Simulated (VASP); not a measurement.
Set up this calculation in VASP 6.6.1, as the native input.

```
Task                   : electric field gradients
Functional             : PBEsol
Potentials or basis    : VASP PAW PBE potentials, release 64 (Sb)
Cutoff                 : 520 eV
k mesh                 : 19 × 19 × 19
Occupations            : fermi-dirac, width 0.05 eV
Spin                   : no spin polarisation
Dipole correction      : no
Further INCAR settings : ALGO = Normal; EDIFF = 1e-08; NBANDS = 8
```

The structure of Sb lies in POSCAR:

```
Sb
1.0
   -1.5647750000      1.4903750000      2.4800000000
    1.4903750000     -1.5647750000      2.4800000000
    1.5196250000      1.5196250000     -2.5251500000
Sb
1
Direct
    0.0000000000      0.0000000000      0.0000000000
```

This cell differs from its parent crystal: equal xy, yz and zx shear strains of -3 %.

These files were run (other wordings do the same):

INCAR

```
PREC = Accurate
ENCUT = 520
EDIFF = 1E-8
ISMEAR = -1
SIGMA = 0.05
LREAL = F
LASPH = T
NELM = 100
ALGO = Normal
ISIF = 2
LWAVE = F
LCHARG = F
GGA = PS
LEFG = T
NBANDS = 8
```

KPOINTS

```
Automatic mesh
0
Gamma
  19 19 19
```

Potentials or basis: VASP PAW PBE potentials, release 64 (Sb).

Run with:

```bash
$ cat potpaw_PBE.64/Sb/POTCAR > POTCAR
$ mpirun -np 1 vasp_std > vasp.out
```

Results of the run:

```json
{
 "Pressure": "15.5 GPa",
 "Band gap on the k mesh": "zero (an odd number of electrons rules out a gap without spin polarisation)",
 "Largest electric field gradient by atom": "Sb +33.6 V/Å²"
}
```

Caveat: the cell differs from its parent crystal (equal xy, yz and zx shear strains of -3 %); the cell stands under pressure; without QUAD_EFG the Cq values of the log hold for a quadrupole moment of 1 mb, not for the nuclei; the PAW data sets were made with another functional, which shifts forces and pressure a little; spin-orbit coupling is left out, which moves the levels of the heavy elements.

Wall time 120 s on 1 thread of Intel(R) Xeon(R) Platinum 8488C (Sapphire Rapids), on a shared host, peak memory 0.42 GiB.
